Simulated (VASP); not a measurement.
NbSn2Sb3, 6 atoms in the cell. It takes space group P6/mmm (No. 191, hexagonal). The conventional cell has a = 6.598 Å, b = 6.598 Å, c = 4.118 Å, α = 90.00°, β = 90.00°, γ = 120.00°. Nb (site symmetry 6/mmm) has 6 Sn at 3.81 Å and 12 Sb at 3.89 Å and 2 Nb at 4.12 Å within 5.0 Å. Sn (site symmetry -6m2) has 6 Sb at 2.80 Å and 3 Sn at 3.81 Å and 3 Nb at 3.81 Å within 3.9 Å. Within 3.7 Å of Sb (site symmetry mmm) lie 4 Sn at 2.80 Å and 4 Sb at 3.30 Å. The cell was generated, and may not be a known phase.

* Program: VASP 6.6.1
* Task: relaxation of cell and atoms
* Functional: PBE
* Potentials or basis: VASP PAW PBE potentials, release 64 (Nb_sv, Sn_d, Sb)
* Cutoff: 600 eV
* k mesh: 3 × 3 × 4
* Occupations: gaussian, width 0.1 eV
* Spin: no spin polarisation
* Dipole correction: no
* Further INCAR settings: ALGO = Normal; EDIFF = 1e-06; IBRION = 2; EDIFFG = -0.04; NSW = 90; ISIF = 3

Potentials or basis: VASP PAW PBE potentials, release 64 (Nb_sv, Sn_d, Sb).

The run is started by

```bash
$ cat potpaw_PBE.64/Nb_sv/POTCAR potpaw_PBE.64/Sn_d/POTCAR potpaw_PBE.64/Sb/POTCAR > POTCAR
$ mpirun -np 1 vasp_std > vasp.out
```

Hardware: 1 thread of Intel(R) Xeon(R) Platinum 8259CL CPU @ 2.50GHz (Skylake/Cascade Lake), on a shared host.

How long does it take, and how much memory?

Wall time 39 min on 1 thread of Intel(R) Xeon(R) Platinum 8259CL CPU @ 2.50GHz (Skylake/Cascade Lake), on a shared host, peak memory 0.37 GiB. Counts: scf iterations 331, k points 9, ion steps 30.
